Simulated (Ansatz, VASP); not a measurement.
**Two plane-wave programs on GdIr2Cl**

```
CELL_PARAMETERS angstrom
4.78735 0.00000 0.00000
-2.39368 4.14597 0.00000
0.00000 0.00000 5.44841
ATOMIC_POSITIONS crystal
Gd 0.00000 0.00000 0.50000
Ir 0.33333 0.66667 0.50000
Ir 0.66667 0.33333 0.50000
Cl 0.00000 0.00000 0.00000
```

Alike in both runs: functional PBE; k mesh 6 × 6 × 4; occupations gaussian, width 0.1 eV; collinear spin.

Ansatz relaxed the structure, and its values are those at the end. VASP's run is a single point on that final structure, the one shown.

```csv
,VASP,Ansatz
version,VASP 6.6.1,Ansatz 0.2.0
potentials or method,"VASP PAW PBE potentials, release 64 (Gd, Ir, Cl), cutoff 520 eV","scalar-relativistic, plane waves, PAW"
valence electrons in the cell,43,59
```

Ansatz gave:

* gap on the k mesh at the Fermi level (eV): none
* pressure (GPa): -0.2
* net moment per atom (μB): 0.22
* size of the moment on the site where the two differ most (μB): 0.93

What did VASP give for the same quantities?

gap on the k mesh at the Fermi level (eV): none; pressure (GPa): 0.7; net moment per atom (μB): 2.19; size of the moment on the site where the two differ most (μB): 6.72.

The net moments are unlike, so the other rows may belong to different states. Site moments also hang on the region over which each program counts them. A gap of «none» marks a metal or a gap that the smearing closes. VASP's potentials hold 43 valence electrons a cell and Ansatz's 59, so a difference there can come from the potentials and not from the codes. Ansatz's warnings: seeded moment not kept.

Spin-orbit coupling is off throughout.
